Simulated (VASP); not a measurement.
# C: single point with LDA

C:

```
C
1.0
    -2.41040    2.44655    2.44655
     2.41040   -2.37424    2.37424
     2.41040    2.37424   -2.37424
C
8
Direct
  0.32547 0.00000 0.00000
  0.67453 0.67453 0.67453
  0.00000 0.32547 0.00000
  0.00000 0.00000 0.32547
  0.00000 0.67453 0.00000
  0.32547 0.32547 0.32547
  0.67453 0.00000 0.00000
  0.00000 0.00000 0.67453
```

This cell differs from its parent crystal: strain +0.0300 x Voigt [0, 0, 0, 1, 0, 0].

* Program: VASP 6.6.1
* Task: single point
* Functional: LDA
* Potentials or basis: VASP PAW LDA potentials, release 64 (C)
* Cutoff: 520 eV
* k mesh: 8 × 8 × 8
* Occupations: gaussian, width 0.05 eV
* Spin: no spin polarisation
* Dipole correction: no
* Further INCAR settings: ALGO = Normal; EDIFF = 1e-07; NBANDS = 26

The pressure is 1.2 GPa. The largest force is 0.121 eV/Å and the band gap on the k mesh is 2.78 eV, indirect (least direct gap 3.64 eV).

Forces on the atoms (eV/Å):
```
C   -0.059  0.074  0.074
C   -0.059 -0.074 -0.074
C   -0.023  0.021 -0.021
C   -0.023 -0.021  0.021
C    0.023 -0.021  0.021
C    0.059  0.074  0.074
C    0.059 -0.074 -0.074
C    0.023  0.021 -0.021
```

Stress tensor (GPa, compression positive):
```
 1.18  0.00  0.00
 0.00  1.14 -8.85
 0.00 -8.85  1.14
```

Levels at points of the mesh, in eV from the valence-band top:
```csv
k point,band 14,band 15,band 16,band 17,band 18,band 19
"(0.00, 0.00, 0.00)",-0.76,-0.51,-0.25,3.85,3.92,4.01
"(0.50, 0.00, 0.00)",-3.42,-2.59,-2.16,3.70,5.20,5.50
"(0.00, 0.50, 0.00)",-3.26,-2.53,-2.33,3.69,5.34,5.68
"(0.00, 0.50, 0.50)",-3.10,-2.53,-2.50,3.74,5.47,5.80
"(0.50, 0.50, 0.50)",-0.34,-0.16,0.00,3.64,5.60,5.68
```

Wall time 67 s on 1 thread of AMD EPYC 9R45 96-Core Processor (Zen 5), with other jobs on the host, peak memory 0.18 GiB.

Caveat: the cell differs from its parent crystal (strain +0.0300 x Voigt [0, 0, 0, 1, 0, 0]). A k mesh can miss the band edges.
